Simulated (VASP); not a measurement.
**GaN: single point with PBE**

Crystal: GaN.

```
CELL_PARAMETERS angstrom
0.00000 2.23456 2.23456
2.23456 0.00000 2.23456
2.23456 2.23456 0.00000
ATOMIC_POSITIONS crystal
Ga 0.00000 0.00000 0.00000
N 0.75000 0.75000 0.75000
```

| Quantity | Value |
| --- | --- |
| Program | VASP 6.6.1 |
| Task | single point |
| Functional | PBE |
| Potentials or basis | VASP PAW PBE potentials, release 64 (Ga_d, N) |
| Cutoff | 520 eV |
| k mesh | 8 × 8 × 8 |
| Occupations | methfessel-paxton, width 0.02 eV |
| Spin | no spin polarisation |
| Dipole correction | no |
| Further INCAR settings | ALGO = Normal; EDIFF = 1e-06; NBANDS = 16 |

```
Pressure               : 10.2 GPa
Band gap on the k mesh : 1.89 eV, direct
```

Levels at points of the mesh, in eV from the valence-band top:
```csv
k point,band 7,band 8,band 9,band 10,band 11,band 12
"(0.00, 0.00, 0.00)",0.00,0.00,0.00,1.89,10.46,10.46
"(0.50, 0.00, 0.00)",-7.20,-1.00,-1.00,4.81,8.85,10.50
"(0.50, 0.50, 0.00)",-6.23,-2.79,-2.79,3.36,6.81,11.89
```

Run time: 8.5 s on 1 thread of Intel(R) Xeon(R) Platinum 8259CL CPU @ 2.50GHz (Skylake/Cascade Lake), with other jobs on the host, peak memory 0.14 GiB.
